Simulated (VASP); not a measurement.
Input of a VASP 6.6.1 run:

File INCAR:

```
ALGO     = Normal         # electronic algorithm
EDIFF    = 1E-6           # SCF threshold, eV
ENCUT    = 520            # plane-wave cutoff, eV
GGA      = CA             # functional
ISIF     = 2              # what is computed and relaxed
ISMEAR   = 0              # smearing method
LASPH    = T              # aspherical terms in the spheres
LCHARG   = T              # write CHGCAR
LELF     = T              # ELF
LREAL    = F              # projectors in reciprocal space
LVHAR    = T            
LWAVE    = F              # write WAVECAR
NBANDS   = 44             # bands
NELM     = 80             # most SCF steps
PREC     = Accurate       # precision mode
SIGMA    = 0.02           # smearing width, eV
```

KPOINTS

```
k-points
0
Gamma
  6 6 4
```

The input POSCAR:

```
SiO2
1.0
    5.0767533574      0.0000000000      0.0000000000
    0.0000000000      5.0767533574      0.0000000000
    0.0000000000      0.0000000000      7.2214716763
Si O
4 8
Direct
    0.0000000000      0.0000000000      0.0000000000
    0.0000000000      0.5000000000      0.2500000000
    0.5000000000      0.5000000000      0.5000000000
    0.5000000000      0.0000000000      0.7500000000
    0.0777572137      0.2500000000      0.1250000000
    0.2500000000      0.5777572137      0.3750000000
    0.7500000000      0.4222427863      0.3750000000
    0.9222427863      0.7500000000      0.1250000000
    0.5777572137      0.7500000000      0.6250000000
    0.7500000000      0.0777572137      0.8750000000
    0.2500000000      0.9222427863      0.8750000000
    0.4222427863      0.2500000000      0.6250000000
```

Potentials or basis: VASP PAW LDA potentials, release 64 (Si, O).

Run with:

```sh
$ cat potpaw_LDA.64/Si/POTCAR potpaw_LDA.64/O/POTCAR > POTCAR
$ mpirun -np 1 vasp_std > vasp.out
```

Task: What does it give for the band gap on the k mesh?

Result: 5.59 eV.

Task: Estimate the largest force.

Result: 0.018 eV/Å.

Task: Estimate the pressure.

Result: -0.2 GPa.

Forces on the atoms (eV/Å):
```
Si   0.000  0.000  0.000
Si   0.000  0.000  0.000
Si   0.000  0.000  0.000
Si   0.000  0.000  0.000
O    0.018  0.000  0.000
O    0.000  0.018  0.000
O    0.000 -0.018  0.000
O   -0.018  0.000  0.000
O    0.018  0.000  0.000
O    0.000  0.018  0.000
O    0.000 -0.018  0.000
O   -0.018  0.000  0.000
```

Caveat: the cell differs from its parent crystal (biaxial strain in the a-b plane: +3.0 %, then relaxed in part). A k mesh can miss the band edges.
